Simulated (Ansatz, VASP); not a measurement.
## Two plane-wave programs on SrTiO3

INCAR

```
SYSTEM = SrTiO3
ALGO = Normal ; EDIFF = 1E-7
ENCUT = 520 ; GGA = PE
ISIF = 2 ; ISMEAR = 0
LASPH = .True. ; LCHARG = .True.
LELF = .True. ; LREAL = .False.
LVHAR = .True. ; LWAVE = .False.
NBANDS = 28 ; NELM = 60
PREC = Accurate ; SIGMA = 0.01
```

Contents of KPOINTS:

```
k-points
0
Gamma
  6 6 6
  0 0 0
```

POSCAR

```
SrTiO3
1.0
    3.8560708793      0.0000000000      0.0000000000
    0.0000000000      3.8560708793      0.0000000000
    0.0000000000      0.0000000000      3.8560708793
Sr Ti O
1 1 3
Direct
    0.0000000000      0.0000000000      0.0000000000
    0.5000000000      0.5000000000      0.5000000000
    0.5000000000      0.5000000000      0.0000000000
    0.5000000000      0.0000000000      0.5000000000
    0.0000000000      0.5000000000      0.5000000000
```

Input for Ansatz:

```yaml
crystal:
  lattice:
    - [3.8560708793, 0.0, 0.0]
    - [0.0, 3.8560708793, 0.0]
    - [0.0, 0.0, 3.8560708793]
  atoms:
    - { symbol: Sr, position: [0.0, 0.0, 0.0] }
    - { symbol: Ti, position: [0.5, 0.5, 0.5] }
    - { symbol: O, position: [0.5, 0.5, 0.0] }
    - { symbol: O, position: [0.5, 0.0, 0.5] }
    - { symbol: O, position: [0.0, 0.5, 0.5] }
kpoints:
  mp_grid: { grid: [6, 6, 6] }
hamiltonian:
  xc: pbe
scf:
  occupations: { method: fixed }
  n_extra_bands: 5
output:
  forces: true
  stress: true
  eigenvalues: true
```

Alike in both runs: task single point; functional PBE; k mesh 6 × 6 × 6; no spin polarisation.

```csv
,VASP,Ansatz
version,VASP 6.6.1,Ansatz 0.2.0
potentials or method,"VASP PAW PBE potentials, release 64 (Sr_sv, Ti_sv, O)","plane waves, PAW"
plane-wave cutoff (eV),520,420
occupations,"gaussian, width 0.01 eV",fixed
valence electrons in the cell,40,40
```

Ansatz gave:

```
gap on the k mesh at the Fermi level (eV) : 1.96
pressure (GPa)                            : 12.1
```

Question: Estimate VASP's values.

Answer: gap on the k mesh at the Fermi level (eV): 1.92; pressure (GPa): 12.8.
